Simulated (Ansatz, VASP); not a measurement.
# WS2 in VASP and in Ansatz

Contents of INCAR:

```
SYSTEM = WS2
PREC = Accurate ; ENCUT = 520
EDIFF = 1E-7 ; ISMEAR = 0
SIGMA = 0.05 ; LREAL = .False.
LASPH = .True. ; NELM = 80
ALGO = Normal ; ISIF = 2
LWAVE = .False. ; LCHARG = .False.
LDIPOL = .True. ; IDIPOL = 3
DIPOL = 0.5 0.5 0.394 ; GGA = PE
IVDW = 12 ; NBANDS = 35
```

File KPOINTS:

```
regular mesh
0
Gamma
  9 9 1
  0 0 0
```

Contents of POSCAR:

```
WS2
1.0
    3.1595457497      0.0000000000      0.0000000000
   -1.5797728749      2.7362468836      0.0000000000
    0.0000000000      0.0000000000     23.8042575719
S W
4 2
Direct
    0.3333333333      0.6666666667      0.1890418126
    0.3333333333      0.6666666667      0.3214605103
    0.6666666667      0.6666666667      0.4668126596
    0.6666666667      0.6666666667      0.5992313572
    0.6666666667      0.3333333333      0.2552511581
    1.0000000000      0.3333333333      0.5330220050
```

Input for Ansatz:

```yaml
crystal:
  lattice:
    - [3.1595457497, 0.0, 0.0]
    - [-1.5797728749, 2.7362468836, 0.0]
    - [0.0, 0.0, 23.8042575719]
  atoms:
    - { symbol: S, position: [0.3333333333, 0.6666666667, 0.1890418126] }
    - { symbol: W, position: [0.6666666667, 0.3333333333, 0.2552511581] }
    - { symbol: S, position: [0.3333333333, 0.6666666667, 0.3214605103] }
    - { symbol: S, position: [0.6666666667, 0.6666666667, 0.4668126596] }
    - { symbol: W, position: [1.0, 0.3333333333, 0.533022005] }
    - { symbol: S, position: [0.6666666667, 0.6666666667, 0.5992313572] }
basis:
  ecutwfc: 420
kpoints:
  mp_grid: { grid: [9, 9, 1] }
hamiltonian:
  xc: pbe
  pseudopotentials: { kind: paw, azcp: { folder: soft_1 } }
  dispersion: d3bj
scf:
  occupations: { method: gaussian, width: 0.05 }
output:
  forces: true
  eigenvalues: true
efield:
  axis: 3
  dipole_correction: true
  ramp_width: 0.04
```

Alike in both runs: task single point; functional PBE; dispersion D3(BJ); k mesh 9 × 9 × 1; occupations gaussian, width 0.05 eV; no spin polarisation.

```csv
,VASP,Ansatz
version,VASP 6.6.1,Ansatz 0.2.0
potentials or method,"VASP PAW PBE potentials, release 64 (S, W_sv), cutoff 520 eV","scalar-relativistic, plane waves, PAW"
valence electrons in the cell,52,52
```

|  | VASP | Ansatz | Ansatz less VASP |
| --- | --- | --- | --- |
| gap on the k mesh at the Fermi level (eV) | 1.75 | 1.73 | -0.015 |
| least direct gap on the mesh (eV) | 1.91 | 1.91 | -0.003 |
| rms of the force components (eV/Å) | 0.020 | 0.020 | -0.0002 |

Neither program's run includes spin-orbit coupling.
